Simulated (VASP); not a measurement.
Here is a VASP 6.6.1 calculation.

INCAR

```
ALGO = Fast
EDIFF = 1E-6
EDIFFG = -0.01
ENCUT = 600
GGA = PS
IBRION = 2
ISIF = 4
ISMEAR = 0
LASPH = True
LCHARG = False
LREAL = False
LWAVE = False
NELM = 60
NSW = 50
PREC = Accurate
SIGMA = 0.1
```

File KPOINTS:

```
k-points
0
Gamma
  18 18 10
```

Contents of POSCAR:

```
Ru
1.0
    2.6623552413      0.0000000000      0.0000000000
   -1.3311776207      2.3056672729      0.0000000000
    0.0000000000      0.0000000000      4.2089692948
Ru
2
Direct
    0.3333333333      0.6666666667      0.2500000000
    0.6666666667      0.3333333333      0.7500000000
```

Potentials or basis: VASP PAW PBE potentials, release 64 (Ru_pv).

Launch:

```console
$ cat potpaw_PBE.64/Ru_pv/POTCAR > POTCAR
$ mpirun -np 1 vasp_std > vasp.out
```

What does it give for the band gap on the k mesh?

Zero (bands 14 and 15 overlap by 3.38 eV).

Final structure:
```yaml
crystal:
  lattice:
    - [2.66103, 0.00000, 0.00000]
    - [-1.33051, 2.30452, 0.00000]
    - [0.00000, 0.00000, 4.21316]
  atoms:
    - { symbol: Ru, position: [0.33333, 0.66667, 0.25000] }
    - { symbol: Ru, position: [0.66667, 0.33333, 0.75000] }
```
